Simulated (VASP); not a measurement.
Write the native input for VASP 6.6.1 that does the following.

- Task: single point
- Functional: PBEsol
- Potentials or basis: VASP PAW PBE potentials, release 64 (Cs_sv, Sn_d, Br)
- Cutoff: 500 eV
- k mesh: 6 × 6 × 6
- Occupations: gaussian, width 0.02 eV
- Spin: no spin polarisation
- Dipole correction: no
- Further INCAR settings: ALGO = Normal; EDIFF = 1e-06; NBANDS = 30

The structure of CsSnBr3 (b) lies in POSCAR:

```
CsSnBr3
1.0
    5.7652873848      0.0000000000      0.0000000000
    0.0000000000      5.7652873848      0.0000000000
    0.0000000000      0.0000000000      5.7652873848
Cs Sn Br
1 1 3
Direct
    0.0000000000      0.0000000000      0.0000000000
    0.5000000000      0.5000000000      0.5000000000
    0.5000000000      0.5000000000      0.0000000000
    0.5000000000      0.0000000000      0.5000000000
    0.0000000000      0.5000000000      0.5000000000
```

One way to write it, as run:

INCAR

```
SYSTEM = CsSnBr3
PREC = Accurate ; ENCUT = 500
EDIFF = 1E-6 ; ISMEAR = 0
SIGMA = 0.02 ; LREAL = .FALSE.
LASPH = .TRUE. ; NELM = 120
ALGO = Normal ; ISIF = 2
LWAVE = .FALSE. ; LCHARG = .FALSE.
GGA = PS ; NBANDS = 30
GGA_COMPAT = .FALSE.
```

KPOINTS

```
Automatic mesh
0
G
  6 6 6
  0 0 0
```

Potentials or basis: VASP PAW PBE potentials, release 64 (Cs_sv, Sn_d, Br).

The run is started by

```bash
$ cat potpaw_PBE.64/Cs_sv/POTCAR potpaw_PBE.64/Sn_d/POTCAR potpaw_PBE.64/Br/POTCAR > POTCAR
$ mpirun -np 1 vasp_std > vasp.out
```

It gave:

```yaml
Pressure: 0.0 GPa
Band_gap_on_the_k_mesh: 0.21 eV, direct
```

Caveat: the PAW data sets were made with another functional, which shifts forces and pressure a little; spin-orbit coupling is left out, which moves the levels of the heavy elements.

Run time: 110 s on 1 thread of AMD EPYC 9R45 (Zen 5), on a shared host, peak memory 0.28 GiB.
